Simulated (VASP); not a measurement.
Crystal: BAs.

```
B As
1.0
     0.00000    2.39187    2.41579
     2.39187    0.00000    2.41579
     2.39187    2.39187    0.00000
B As
1 1
Direct
  0.00000 0.00000 0.00000
  0.25000 0.25000 0.25000
```

This cell differs from its parent crystal: uniaxial z strain +1.0%.

Base run:

```yaml
Program: VASP 6.6.1
Functional: PBE
Potentials_or_basis: VASP PAW PBE potentials, release 64 (B, As)
Cutoff: 520 eV
k_mesh: 10 × 10 × 10
Occupations: fermi-dirac, width 0.02 eV
Spin: no spin polarisation
```

Its results: band gap on the k mesh 1.12 eV, indirect (least direct gap 3.21 eV); pressure 1.4 GPa.

The run is repeated on the same cell with these changes: functional from PBE to r2SCAN; occupations from fermi-dirac, width 0.02 eV to gaussian, width 0.01 eV. What comes out?

Band gap on the k mesh 1.31 eV, indirect (least direct gap 3.37 eV); pressure -1.1 GPa.

Caveats: the PAW data sets were made with another functional, which shifts forces and pressure a little (some runs).

A k mesh can miss the band edges.
